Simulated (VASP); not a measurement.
ZnCd3Te2: single point with PBE

Crystal: ZnCd3Te2.

```
Zn Cd Te
1.0
     7.47300    0.00000    0.00000
    -3.73650    6.47181    0.00000
     0.00000    0.00000    4.26405
Zn Cd Te
1 3 2
Direct
  0.00000 0.00000 0.50000
  0.50000 0.00000 0.50000
  0.00000 0.50000 0.50000
  0.50000 0.50000 0.50000
  0.33333 0.66667 0.00008
  0.66667 0.33333 0.99992
```

The cell was generated, and may not be a known phase.

* Program: VASP 6.6.1
* Task: single point
* Functional: PBE
* Potentials or basis: VASP PAW PBE potentials, release 64 (Zn, Cd, Te)
* Cutoff: 520 eV
* k mesh: 6 × 6 × 8
* Occupations: gaussian, width 0.1 eV
* Spin: no spin polarisation

The pressure is 0.1 GPa and the band gap on the k mesh is zero (bands 30 and 31 overlap by 1.99 eV).

Levels at points of the mesh, in eV from the Fermi level:
| k point | band 27 | band 28 | band 29 | band 30 | band 31 | band 32 | band 33 | band 34 |
| --- | --- | --- | --- | --- | --- | --- | --- | --- |
| (0.00, 0.00, 0.00) | -2.80 | -2.42 | -0.67 | -0.63 | 1.06 | 1.06 | 1.99 | 2.87 |
| (0.50, 0.00, 0.00) | -2.13 | -1.91 | -1.35 | -0.42 | 0.28 | 0.96 | 2.55 | 2.87 |
| (0.00, 0.00, 0.50) | -1.96 | -1.67 | -1.67 | -1.17 | -1.17 | 0.24 | 0.24 | 0.97 |
| (0.50, 0.00, 0.50) | -2.69 | -2.03 | -1.86 | -0.98 | 0.01 | 0.72 | 1.50 | 2.18 |

Run time: 6.9 min on 1 thread of Intel(R) Xeon(R) Platinum 8488C (Sapphire Rapids), with other jobs on the host, peak memory 0.52 GiB.

Caveat: spin-orbit coupling is left out, which moves the levels of the heavy elements.
